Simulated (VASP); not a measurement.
TaN (sol): single point with PBEsol

Crystal: TaN (sol).

```xyz
6
Lattice="5.1792 0.0000 0.0000 -2.5896 4.4853 0.0000 0.0000 0.0000 2.8953" Properties=species:S:1:pos:R:3 pbc="T T T"
Ta    0.0000    0.0000    0.0000
Ta    0.0000    2.9902    1.4477
Ta    2.5896    1.4951    1.4477
N     2.0371    0.0000    0.0000
N     1.5710    2.7211    0.0000
N    -1.0186    1.7642    0.0000
```

```
Program                : VASP 6.6.1
Task                   : single point
Functional             : PBEsol
Potentials or basis    : VASP PAW PBE potentials, release 64 (Ta_pv, N)
Cutoff                 : 520 eV
k mesh                 : 9 × 9 × 12
Occupations            : fermi-dirac, width 0.15 eV
Spin                   : no spin polarisation
Dipole correction      : no
Further INCAR settings : ALGO = Normal; EDIFF = 1e-06; NBANDS = 33
```

```yaml
Pressure: 1.0 GPa
Largest_force: 0.005 eV/Å
Band_gap_on_the_k_mesh: zero (band 24 reaches 10.24 eV, above the bottom of band 25 at 7.03 eV)
```

Forces in eV/Å, atoms in the order of the input:
```
Ta   0.000  0.000  0.000
Ta   0.000  0.000  0.000
Ta   0.000  0.000  0.000
N    0.005  0.000  0.000
N   -0.002 -0.004  0.000
N   -0.002  0.004  0.000
```

Stress tensor (GPa, compression positive):
```
1.04 0.00 0.00
0.00 1.04 0.00
0.00 0.00 0.92
```

Levels at points of the mesh, in eV from the Fermi level:
| k point | band 21 | band 22 | band 23 | band 24 | band 25 | band 26 | band 27 | band 28 |
| --- | --- | --- | --- | --- | --- | --- | --- | --- |
| (0.00, 0.00, 0.00) | -4.28 | -3.33 | -1.96 | -0.94 | -0.94 | 0.58 | 0.58 | 1.84 |
| (0.00, 0.00, 0.50) | -4.34 | -2.93 | -2.93 | 1.93 | 1.93 | 2.06 | 2.21 | 2.21 |

It took 2.1 min on 1 thread of Intel(R) Xeon(R) Platinum 8488C (Sapphire Rapids), with other jobs on the host, peak memory 0.29 GiB.

Caveat: the PAW data sets were made with another functional, which shifts forces and pressure a little; spin-orbit coupling is left out, which moves the levels of the heavy elements.
